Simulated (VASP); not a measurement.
A run of VASP 6.6.1 is set up as follows.

The input INCAR:

```
PREC = Accurate
ENCUT = 500
EDIFF = 1E-6
ISMEAR = 0
SIGMA = 0.1
LREAL = False
LASPH = True
NELM = 120
ALGO = Normal
ISIF = 2
LWAVE = False
LCHARG = True
LELF = True
LVHAR = True
NBANDS = 17
GGA_COMPAT = False
```

File KPOINTS:

```
regular mesh
0
Gamma
  1 1 1
```

Contents of POSCAR:

```
TePb
1.0
    4.0022870000      0.0000000000      0.0000000000
    0.0000000000      4.0022870000      0.0000000000
    0.0000000000      0.0000000000      4.0022870000
Te Pb
1 1
Direct
    1.2030000000      1.0370000000      1.3200000000
    0.7030000000      0.5370000000      0.8200000000
```

Potentials or basis: VASP PAW LDA potentials, release 64 (Te, Pb_d).

Run with:

```console
$ cat potpaw_LDA.64/Te/POTCAR potpaw_LDA.64/Pb_d/POTCAR > POTCAR
$ mpirun -np 1 vasp_gam > vasp.out
```

Problem. Predict the band gap on the k mesh.

Solution. 5.57 eV.

Problem. Estimate the pressure.

Solution. 2.3 GPa.

Caveat: the k points lie up to 1.57 Å⁻¹ apart; spin-orbit coupling is left out, which moves the levels of the heavy elements. A k mesh can miss the band edges.
